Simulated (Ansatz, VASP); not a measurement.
# One calculation of Bi, two programs

```xyz
1
Lattice="-1.9720 1.9324 1.9720 1.9324 -1.9720 1.9720 2.0116 2.0116 -2.0116" Properties=species:S:1:pos:R:3 pbc="T T T"
Bi    0.0000    0.0000    0.0000
```

Alike in both runs: task single point; functional PBEsol; k mesh 15 × 15 × 15; occupations gaussian, width 0.1 eV; no spin polarisation.

```csv
,VASP,Ansatz
version,VASP 6.6.1,Ansatz 0.2.0
potentials or method,"VASP PAW PBE potentials, release 64 (Bi_d), cutoff 520 eV","scalar-relativistic, plane waves, PAW"
valence electrons in the cell,15,15
```

```tsv
	VASP	Ansatz	Ansatz less VASP
gap on the k mesh at the Fermi level (eV)	none	none	-
pressure (GPa)	-1.3	-1.3	+0.07
traceless stress, the component that is largest in VASP (GPa)	-0.40	-0.41	-0.003
```

VASP's potentials were made for PBE, not for PBEsol. A gap of «none» marks a metal or a gap that the smearing closes.

Neither program's run includes spin-orbit coupling.
